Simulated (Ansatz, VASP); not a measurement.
## TiB2 in VASP and in Ansatz

INCAR

```
SYSTEM = TiB2
  PREC = Accurate
  ENCUT = 520
  EDIFF = 1E-6
  ISMEAR = 0
  SIGMA = 0.1
  LREAL = .FALSE.
  LASPH = .TRUE.
  NELM = 60
  ALGO = Normal
  ISIF = 2
  LWAVE = .FALSE.
  LCHARG = .FALSE.
  GGA = PE
  NBANDS = 16
```

Contents of KPOINTS:

```
regular mesh
0
G
  6 6 6
  0 0 0
```

POSCAR

```
TiB2
1.0
    3.0259273100      0.0000000000      0.0000000000
   -1.5129636600      2.6205299200      0.0000000000
    0.0000000000      0.0000000000      3.2287677100
Ti B
1 2
Direct
    0.0000000000      0.0000000000      0.0000000000
    0.3333333300      0.6666666700      0.5000000000
    0.6666666700      0.3333333300      0.5000000000
```

Input for Ansatz:

```yaml
crystal:
  lattice:
    - [3.02592731, 0.0, 0.0]
    - [-1.51296366, 2.62052992, 0.0]
    - [0.0, 0.0, 3.22876771]
  atoms:
    - { symbol: Ti, position: [0.0, 0.0, 0.0] }
    - { symbol: B, position: [0.33333333, 0.66666667, 0.5] }
    - { symbol: B, position: [0.66666667, 0.33333333, 0.5] }
basis:
  ecutwfc: 420
kpoints:
  mp_grid: { grid: [6, 6, 6] }
hamiltonian:
  xc: pbe
  pseudopotentials: { kind: paw, azcp: { folder: soft_1 } }
scf:
  occupations: { method: gaussian, width: 0.1 }
output:
  forces: true
  stress: true
  eigenvalues: true
```

Alike in both runs: task single point; functional PBE; k mesh 6 × 6 × 6; occupations gaussian, width 0.1 eV; no spin polarisation.

|  | VASP | Ansatz |
| --- | --- | --- |
| version | VASP 6.6.1 | Ansatz 0.2.0 |
| potentials or method | VASP PAW PBE potentials, release 64 (Ti_sv, B), cutoff 520 eV | scalar-relativistic, plane waves, PAW |
| valence electrons in the cell | 18 | 18 |

|  | VASP | Ansatz | Ansatz less VASP |
| --- | --- | --- | --- |
| gap on the k mesh at the Fermi level (eV) | none | none | - |
| pressure (GPa) | 1.3 | 1.1 | -0.24 |
| traceless stress, the component that is largest in VASP (GPa) | -2.11 | -2.12 | -0.007 |

A gap of «none» marks a metal or a gap that the smearing closes. With one functional, cell and mesh, what is left measures potentials, basis and numerics.

The k mesh is coarse, so the values compare programs but aren't converged.
